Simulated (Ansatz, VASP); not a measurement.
## TiN: VASP beside Ansatz

Contents of INCAR:

```
  ALGO = Normal
  EDIFF = 1E-7
  ENCUT = 520
  GGA = PS
  ISIF = 2
  ISMEAR = -1
  LASPH = T
  LCHARG = T
  LELF = T
  LREAL = F
  LVHAR = T
  LWAVE = F
  NBANDS = 16
  NELM = 80
  PREC = Accurate
  SIGMA = 0.1
```

File KPOINTS:

```
k-points
0
Gamma
  17 17 17
```

POSCAR

```
TiN
1.0
    0.0000000000      2.0145737506      2.0145737506
    2.0145737506      0.0000000000      2.0145737506
    2.0145737506      2.0145737506      0.0000000000
Ti N
1 1
Direct
    0.0000000000      0.0000000000      0.0000000000
    0.5000000000      0.5000000000      0.5000000000
```

Input for Ansatz:

```yaml
crystal:
  lattice:
    - [0.0, 2.0145737506, 2.0145737506]
    - [2.0145737506, 0.0, 2.0145737506]
    - [2.0145737506, 2.0145737506, 0.0]
  atoms:
    - { symbol: Ti, position: [0.0, 0.0, 0.0] }
    - { symbol: "N", position: [0.5, 0.5, 0.5] }
kpoints:
  mp_grid: { grid: [17, 17, 17] }
scf:
  occupations: { method: fermi_dirac, width: 0.1 }
hamiltonian:
  xc: pbesol
  pseudopotentials: { kind: all_electron, lapw: { basis_error: 0.001 } }
output:
  forces: true
  stress: true
  eigenvalues: true
  populations: true
```

Change from the starting cell: volume scaled by 0.88, LAPW.

Alike in both runs: task single point; functional PBEsol; k mesh 17 × 17 × 17; occupations fermi-dirac, width 0.1 eV; no spin polarisation.

|  | VASP | Ansatz |
| --- | --- | --- |
| version | VASP 6.6.1 | Ansatz 0.2.0 |
| potentials or method | VASP PAW PBE potentials, release 64 (Ti_sv, N), cutoff 520 eV | all-electron LAPW, scalar-relativistic |

Ansatz gave:

| Property | Result |
| --- | --- |
| pressure (GPa) | 50.2 |

Problem. Which values does VASP return?

Solution. Pressure (GPa): 50.7.

VASP's potentials were made for PBE, not for PBEsol. Both programs put the cell under a high pressure, so it lies far from rest at this level. Ansatz ran all-electron here, and VASP with PAW potentials.
